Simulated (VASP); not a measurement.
# CeO2 (fluorite type) in VASP: a series of runs

Aim: see how the results for CeO2 (fluorite type) move with the level of theory and the settings. Levels: r2SCAN, PBE. Tasks: single point.

Everything below comes from runs of VASP 6.6.1. Logs are shortened: lines on timing, memory, paths and dates and some standing lists are left out, and cuts for length are marked.

## (1) The cell of the first run

Symmetry: Fm-3m, No. 225, cubic system. Conventional cell: a = 5.460 Å, b = 5.460 Å, c = 5.460 Å, α = 90.00°, β = 90.00°, γ = 90.00°. Ce (site symmetry m-3m) has 8 O at 2.36 Å within 3.1 Å. O (site symmetry -43m) has 4 Ce at 2.36 Å and 6 O at 2.73 Å within 3.1 Å.

## (2) Single point, r2SCAN

POSCAR reads:

```
CeO2
1.0
    0.0000000000      2.7300000000      2.7300000000
    2.7300000000      0.0000000000      2.7300000000
    2.7300000000      2.7300000000      0.0000000000
Ce O
1 2
Direct
    0.0000000000      0.0000000000      0.0000000000
    0.2500000000      0.2500000000      0.2500000000
    0.7500000000      0.7500000000      0.7500000000
```

INCAR.step1 reads:

```
PREC     = Accurate       # precision mode
ENCUT    = 520            # plane-wave cutoff, eV
ISMEAR   = -1             # smearing method
SIGMA    = 0.02           # smearing width, eV
LREAL    = F              # projectors in reciprocal space
LASPH    = T              # aspherical terms in the spheres
NELM     = 60             # most SCF steps
NBANDS   = 19             # bands
GGA      = PE             # functional
ALGO     = Normal         # electronic algorithm
EDIFF    = 1E-4           # SCF threshold, eV
LWAVE    = T              # write WAVECAR
LCHARG   = F              # write CHGCAR
```

INCAR.step2 reads:

```
PREC     = Accurate       # precision mode
ENCUT    = 520            # plane-wave cutoff, eV
EDIFF    = 1E-6           # SCF threshold, eV
ISMEAR   = -1             # smearing method
SIGMA    = 0.02           # smearing width, eV
LREAL    = F              # projectors in reciprocal space
LASPH    = T              # aspherical terms in the spheres
NELM     = 60             # most SCF steps
ALGO     = Normal         # electronic algorithm
ISIF     = 2              # what is computed and relaxed
LWAVE    = F              # write WAVECAR
LCHARG   = T              # write CHGCAR
METAGGA  = R2SCAN         # meta-GGA
LMIXTAU  = T            
LELF     = T              # ELF
LVHAR    = T            
NBANDS   = 19             # bands
ISTART   = 1
```

KPOINTS reads:

```
regular mesh
0
Gamma
  6 6 6
```

Potentials or basis: VASP PAW PBE potentials, release 64 (Ce, O).

Started as:

```sh
$ cat potpaw_PBE.64/Ce/POTCAR potpaw_PBE.64/O/POTCAR > POTCAR
$ cp INCAR.step1 INCAR
$ mpirun -np 1 vasp_std > vasp.out
$ cp INCAR.step2 INCAR
$ mpirun -np 1 vasp_std > vasp.out
```

OUTCAR:

```text
PREC = Accurate
   ENCUT = 520
   EDIFF = 1E-6
   ISMEAR = -1
   LREAL = F
   LASPH = T
   NELM = 60
   ISIF = 2
   METAGGA = R2SCAN
   ISTART = 1

 ion  position               nearest neighbor table
   1  0.000  0.000  0.000-   3 2.36   3 2.36   3 2.36   2 2.36   3 2.36   2 2.36   2 2.36   2 2.36

   2  0.250  0.250  0.250-   1 2.36   1 2.36   1 2.36   1 2.36
   3  0.750  0.750  0.750-   1 2.36   1 2.36   1 2.36   1 2.36

  LATTYP: Found a face centered cubic cell.
 ALAT       =     5.4600000000

  Lattice vectors:

 A1 = (   0.0000000000,   2.7300000000,   2.7300000000)
 A2 = (   2.7300000000,   0.0000000000,   2.7300000000)
 A3 = (   2.7300000000,   2.7300000000,   0.0000000000)

Analysis of symmetry for initial positions (statically):
=====================================================================
 Subroutine PRICEL returns:
 Original cell was already a primitive cell.

 Routine SETGRP: Setting up the symmetry group for a
 face centered cubic supercell.

 Subroutine GETGRP returns: Found 48 space group operations
 (whereof 48 operations were pure point group operations)
 out of a pool of 48 trial point group operations.

The static configuration has the point symmetry O_h .

Analysis of symmetry for dynamics (positions and initial velocities):
=====================================================================
 Subroutine PRICEL returns:
 Original cell was already a primitive cell.

 Routine SETGRP: Setting up the symmetry group for a
 face centered cubic supercell.

 Subroutine GETGRP returns: Found 48 space group operations
 (whereof 48 operations were pure point group operations)
 out of a pool of 48 trial point group operations.

The dynamic configuration has the point symmetry O_h .

 Subroutine INISYM returns: Found 48 space group operations
 (whereof 48 operations are pure point group operations),
 and found     1 'primitive' translations

----------------------------------------------------------------------------------------

                                     Primitive cell

  volume of cell :      40.6928

  direct lattice vectors                    reciprocal lattice vectors
     0.000000000  2.730000000  2.730000000    -0.183150183  0.183150183  0.183150183
     2.730000000  0.000000000  2.730000000     0.183150183 -0.183150183  0.183150183
     2.730000000  2.730000000  0.000000000     0.183150183  0.183150183 -0.183150183

  length of vectors
     3.860803025  3.860803025  3.860803025     0.317225423  0.317225423  0.317225423

  position of ions in fractional coordinates (direct lattice)
     0.000000000  0.000000000  0.000000000
     0.250000000  0.250000000  0.250000000
     0.750000000  0.750000000  0.750000000

  ion indices of the primitive-cell ions
   primitive index   ion index
                 1           1
                 2           2
                 3           3

----------------------------------------------------------------------------------------

 KPOINTS: regular mesh

Automatic generation of k-mesh.
 Grid dimensions read from file:
 generate k-points for:    6    6    6

 Generating k-lattice:

  Cartesian coordinates                     Fractional coordinates (reciprocal lattice)
    -0.030525031  0.030525031  0.030525031     0.166666667  0.000000000  0.000000000
     0.030525031 -0.030525031  0.030525031     0.000000000  0.166666667  0.000000000
     0.030525031  0.030525031 -0.030525031     0.000000000  0.000000000  0.166666667

  Length of vectors
     0.052870904  0.052870904  0.052870904

  Shift w.r.t. Gamma in fractional coordinates (k-lattice)
     0.000000000  0.000000000  0.000000000

 Subroutine IBZKPT returns following result:
 ===========================================

 Found     16 irreducible k-points:

 Following reciprocal coordinates:
            Coordinates               Weight
  0.000000  0.000000  0.000000      1.000000
  0.166667  0.000000  0.000000      8.000000
  0.333333  0.000000  0.000000      8.000000
  0.500000  0.000000  0.000000      4.000000
  0.166667  0.166667  0.000000      6.000000
  0.333333  0.166667  0.000000     24.000000
[... 8 lines left out ...]
 -0.333333  0.333333  0.166667     24.000000
 -0.333333  0.500000  0.166667     12.000000
   k-points           NKPTS =     16   k-points in BZ     NKDIM =     16   number of bands    NBANDS=     19
   number of dos      NEDOS =    301   number of ions     NIONS =      3
   total plane-waves  NPLWV =  27000
   dimension x,y,z NGX =    30 NGY =   30 NGZ =   30
   dimension x,y,z NGXF=    60 NGYF=   60 NGZF=   60
   ions per type =               1   2
   NGX,Y,Z   is equivalent  to a cutoff of  12.92, 12.92, 12.92 a.u.
   NGXF,Y,Z  is equivalent  to a cutoff of  25.84, 25.84, 25.84 a.u.
 SYSTEM =  unknown system
   PREC   = accura    normal or accurate (medium, high low for compatibility)
   ISTART =      1    job   : 0-new  1-cont  2-samecut
   ICHARG =      0    charge: 1-file 2-atom 10-const
   ISPIN  =      1    spin polarized calculation?
   LNONCOLLINEAR =      F non collinear calculations
   LSORBIT =      F    spin-orbit coupling
   LASPH  =      T    aspherical Exc in radial PAW
   ENCUT  =  520.0 eV  38.22 Ry    6.18 a.u.   7.18  7.18  7.18*2*pi/ulx,y,z
   NELM   =     60;   NELMIN=  2; NELMDL=  0     # of ELM steps
   EDIFF  = 0.1E-05   stopping-criterion for ELM
   LREAL  =      F    real-space projection
   EDIFFG = 0.1E-04   stopping-criterion for IOM
   NSW    =      0    number of steps for IOM
   IBRION =     -1    ionic relax: 0-MD 1-quasi-New 2-CG
   NFREE  =      0    steps in history (QN), initial steepest desc. (CG)
   ISIF   =      2    stress and relaxation
   ISYM   =      2    0-nonsym 1-usesym 2-fastsym
   POTIM  = 0.5000    time-step for ionic-motion
   TEBEG  =    0.0;   TEEND  =   0.0 temperature during run
   PSTRESS=    0.0 pullay stress
   NELECT =      24.0000    total number of electrons
   NUPDOWN=      -1.0000    fix difference up-down
   EMIN   =  10.00;   EMAX   =-10.00  energy-range for DOS
   EFERMI =   0.00;   METHOD = LEGACY
   ISMEAR =    -1;   SIGMA  =   0.02  broadening in eV -4-tet -1-fermi 0-gaus
   EFERMI_NEDOS =   21; number of points for ismear=-14 and -15
   IALGO  =     38    algorithm
   IMIX   =      4    mixing-type and parameters
     AMIX     =   0.40;   BMIX     =  1.00
     AMIX_MAG =   1.60;   BMIX_MAG =  1.00
  volume/ion in A,a.u.               =      13.56        91.54
  Fermi-wavevector in a.u.,A,eV,Ry     =   1.372901  2.594407 25.645044  1.884858
  Thomas-Fermi vector in A             =   2.498466
   LORBIT       =      0    0 simple, 1 ext, 2 COOP (PROOUT), +10 PAW based schemes
   METAGGA = R2SCAN    functional components
   LHFCALC =     F    Hartree Fock is set to
   AEXX    =    0.0000 exact exchange contribution
   IVDW    =     0    specifies the selected vdW correction
   LEPSILON=     F    determine dielectric tensor
   LRPA    =     F    only Hartree local field effects (RPA)
 non-spin polarized calculation
  energy-cutoff  :      520.00
  volume of cell :       40.69
 maximum number of plane-waves:      1113
 NGX is ok and might be reduce to    30
   NGX = 15   NGY = 15   NGZ = 15

 number of electron      23.9999991 magnetization

 Free energy of the ion-electron system (eV)
  ---------------------------------------------------
  ext. energy  EPLUGINS =         0.00000000
  ---------------------------------------------------
  free energy    TOTEN  =       -54.02918512 eV

  energy without entropy =      -54.02918512  energy(sigma->0) =      -54.02918512

 E-fermi :   5.2572     XC(G=0): -11.9016

 val. band max:        4.6861607781   @ k =   0.5000   0.3333   0.1667
 cond. band min:       6.9205764351   @ k =   0.5000   0.0000   0.0000
 fundamental gap:      2.2344156569
 Fermi energy:         5.2572273029

 k-point     1 :       0.0000    0.0000    0.0000
  band No.  band energies     occupation
      1     -28.8023      2.00000
      2     -12.4387      2.00000
      3     -11.5394      2.00000
      4     -10.4583      2.00000
      5     -10.4583      2.00000
      6     -10.4583      2.00000
[... 11 lines left out ...]
     18       7.8714      0.00000
     19       7.8714      0.00000

 k-point     2 :       0.1667    0.0000    0.0000
  band No.  band energies     occupation
      1     -28.7549      2.00000
      2     -13.1547      2.00000
      3     -11.7365      2.00000
      4     -10.5154      2.00000
      5     -10.5154      2.00000
      6      -9.6913      2.00000
[... 11 lines left out ...]
     18       7.7473      0.00000
     19       7.7473      0.00000

 k-point     3 :       0.3333    0.0000    0.0000
  band No.  band energies     occupation
      1     -28.6565      2.00000
      2     -14.0518      2.00000
      3     -12.1248      2.00000
      4     -10.6253      2.00000
      5     -10.6253      2.00000
      6      -8.6278      2.00000
[... 11 lines left out ...]
     18       7.7089      0.00000
     19       7.7089      0.00000

 k-point     4 :       0.5000    0.0000    0.0000
  band No.  band energies     occupation
      1     -28.6061      2.00000
      2     -14.4072      2.00000
      3     -12.2999      2.00000
      4     -10.6784      2.00000
      5     -10.6784      2.00000
      6      -8.1779      2.00000
[... 231 lines left out ...]
     18       7.4805      0.00000
     19       7.8404      0.00000

 k-point    15 :      -0.3333    0.3333    0.1667
  band No.  band energies     occupation
      1     -28.5565      2.00000
      2     -14.0784      2.00000
      3     -13.6622      2.00000
      4     -10.9082      2.00000
      5      -9.1596      2.00000
      6      -8.6862      2.00000
[... 11 lines left out ...]
     18       7.4727      0.00000
     19       7.9875      0.00000

 k-point    16 :      -0.3333    0.5000    0.1667
  band No.  band energies     occupation
      1     -28.5397      2.00000
      2     -14.3868      2.00000
      3     -13.3595      2.00000
      4     -11.0212      2.00000
      5      -9.6546      2.00000
      6      -8.1286      2.00000
[... 11 lines left out ...]
     18       7.5111      0.00000
     19       8.1054      0.00000

------------------------ aborting loop because EDIFF is reached ----------------------------------------

  FORCE on cell =-STRESS in cart. coord.  units (eV):
  Direction    XX          YY          ZZ          XY          YZ          ZX
  --------------------------------------------------------------------------------------
  -------------------------------------------------------------------------------------
  Total       -0.6492918     -0.6492918     -0.6492918      0.0000000      0.0000000      0.0000000
  in kB      -25.5642211    -25.5642211    -25.5642211      0.0000000      0.0000000      0.0000000
  external PRESSURE =     -25.5642211 kB  Pullay stress =       0.0000000 kB

 VOLUME and BASIS-vectors are now :
 -----------------------------------------------------------------------------
  energy-cutoff  :      520.00
  volume of cell :       40.69
      direct lattice vectors                 reciprocal lattice vectors
     0.000000000  2.730000000  2.730000000    -0.183150183  0.183150183  0.183150183
     2.730000000  0.000000000  2.730000000     0.183150183 -0.183150183  0.183150183
     2.730000000  2.730000000  0.000000000     0.183150183  0.183150183 -0.183150183

 POSITION                                       TOTAL-FORCE (eV/Angst)
 -----------------------------------------------------------------------------------
      0.00000      0.00000      0.00000        -0.000000     -0.000000      0.000000
      1.36500      1.36500      1.36500        -0.000000     -0.000000     -0.000000
      4.09500      4.09500      4.09500         0.000000      0.000000      0.000000
 -----------------------------------------------------------------------------------
    total drift:                                0.000000     -0.000000      0.000000

  FREE ENERGIE OF THE ION-ELECTRON SYSTEM (eV)
  ---------------------------------------------------
  free  energy   TOTEN  =       -54.0291851185 eV

  energy  without entropy=      -54.0291851185  energy(sigma->0) =      -54.02918512
```

It took 42 s on 1 thread of Intel Xeon 6975P-C (Granite Rapids), shared host; peak memory 0.18 GiB.

What came out:

| Item | Value |
| --- | --- |
| Free energy | -54.0292 eV |
| Pressure | -2.6 GPa |
| Band gap on the k mesh | 2.23 eV (least direct gap 2.31 eV) |

Caveat: the PAW data sets were made with another functional, which shifts forces and pressure a little; spin-orbit coupling is left out, which moves the levels of the heavy elements; semilocal functionals describe open f shells poorly, which spoils levels, moments and volumes. A k mesh can miss the band edges.

## (3) Single point, PBE

INCAR reads:

```
SYSTEM = CeO2
PREC = Accurate
ENCUT = 520
EDIFF = 1E-7
ISMEAR = -1
SIGMA = 0.1
LREAL = .False.
LASPH = .True.
NELM = 100
ALGO = Normal
ISIF = 2
LWAVE = .False.
LCHARG = .False.
GGA = PE
NBANDS = 19
```

KPOINTS reads:

```
Automatic mesh
0
Gamma
  8 8 8
  0 0 0
```

POSCAR is that of step 2.

Potentials or basis: VASP PAW PBE potentials, release 64 (Ce, O).

Started as:

```sh
$ cat potpaw_PBE.64/Ce/POTCAR potpaw_PBE.64/O/POTCAR > POTCAR
$ mpirun -np 1 vasp_std > vasp.out
```

Run time: 22 s. Hardware: 1 thread of Intel Xeon 6975P-C (Granite Rapids), shared host; peak memory 0.19 GiB.

It converged, with:

```
Free energy            : -26.2299 eV
Pressure               : 0.3 GPa
Band gap on the k mesh : 1.87 eV (least direct gap 1.97 eV)
```

Levels at points of the mesh, in eV from the valence-band top:
```csv
k point,band 9,band 10,band 11,band 12,band 13,band 14,band 15,band 16
"(0.00, 0.00, 0.00)",-3.72,-0.58,-0.58,-0.58,2.18,2.18,2.18,2.41
"(0.50, 0.00, 0.00)",-1.25,-1.18,-0.78,-0.78,1.87,2.04,2.04,2.19
"(0.50, 0.50, 0.00)",-1.19,-0.74,-0.74,-0.58,1.91,2.00,2.00,2.16
```

Caveat: spin-orbit coupling is left out, which moves the levels of the heavy elements; semilocal functionals describe open f shells poorly, which spoils levels, moments and volumes. Spin polarisation is off, so any magnetic state and its effect on volume and gap are missing.

## (4) Single point, PBE

INCAR reads:

```
PREC = Accurate ; ENCUT = 520
EDIFF = 1E-6 ; ISMEAR = -1
SIGMA = 0.1 ; LREAL = False
LASPH = True ; NELM = 80
ALGO = Normal ; ISIF = 2
LWAVE = False ; LCHARG = False
GGA = PE ; NBANDS = 19
```

KPOINTS reads:

```
Automatic mesh
0
Gamma
  8 8 8
```

POSCAR: that of step 3 with these lines changed.

```diff
@@ -8,3 +8,3 @@
 Direct
-    0.0000000000      0.0000000000      0.0000000000
+   -0.0036630037      0.0036630037      0.0036630037
     0.2500000000      0.2500000000      0.2500000000
```

Started as:

```sh
$ cat potpaw_PBE.64/Ce/POTCAR potpaw_PBE.64/O/POTCAR > POTCAR
$ mpirun -np 1 vasp_std > vasp.out
```

It took 38 s on 1 thread of Intel Xeon 6975P-C (Granite Rapids), shared host; peak memory 0.21 GiB.

Results (log left out):

```yaml
Free_energy: -26.2286 eV
Pressure: 0.4 GPa
Largest_force: 0.128 eV/Å
Band_gap_on_the_k_mesh: 1.87 eV (least direct gap 1.97 eV)
```

Forces in eV/Å, atoms in the order of the input:
```
Ce  -0.128  0.000  0.000
O    0.064  0.000  0.000
O    0.064  0.000  0.000
```

Levels at points of the mesh, in eV from the valence-band top:
```csv
k point,band 10,band 11,band 12,band 13,band 14,band 15
"(0.00, 0.00, 0.00)",-0.58,-0.58,-0.58,2.18,2.18,2.18
"(0.50, 0.00, 0.00)",-1.18,-0.78,-0.78,1.87,2.05,2.05
"(0.50, 0.50, 0.00)",-0.76,-0.74,-0.56,1.91,2.00,2.00
"(0.00, 0.50, 0.50)",-0.74,-0.74,-0.58,1.91,2.00,2.00
```

Caveat: spin-orbit coupling is left out, which moves the levels of the heavy elements; semilocal functionals describe open f shells poorly, which spoils levels, moments and volumes. Spin polarisation is off, so any magnetic state and its effect on volume and gap are missing.

## (5) Summary

```csv
level,cell,k mesh,smearing,gap on the mesh (eV),pressure (GPa)
r2SCAN,"as given, atomic positions A",6 × 6 × 6,fermi-dirac 0.02 eV,2.23,-2.6
PBE,"as given, atomic positions A",8 × 8 × 8,fermi-dirac 0.1 eV,1.87,0.3
PBE,"as given, atomic positions B",8 × 8 × 8,fermi-dirac 0.1 eV,1.87,0.4
```

Alike in all rows: task single point; potentials or basis VASP PAW PBE potentials, release 64 (Ce, O); no spin polarisation; cutoff (eV) 520.

The pressure there spans -2.6 GPa (r2SCAN) to 0.4 GPa (PBE); a positive pressure means that this level wants a larger cell, a negative one a smaller.

Caveats: spin-orbit coupling is left out, which moves the levels of the heavy elements; semilocal functionals describe open f shells poorly, which spoils levels, moments and volumes; the PAW data sets were made with another functional, which shifts forces and pressure a little (at least some runs).

Absolute energies hang on the potentials; compare differences alone.
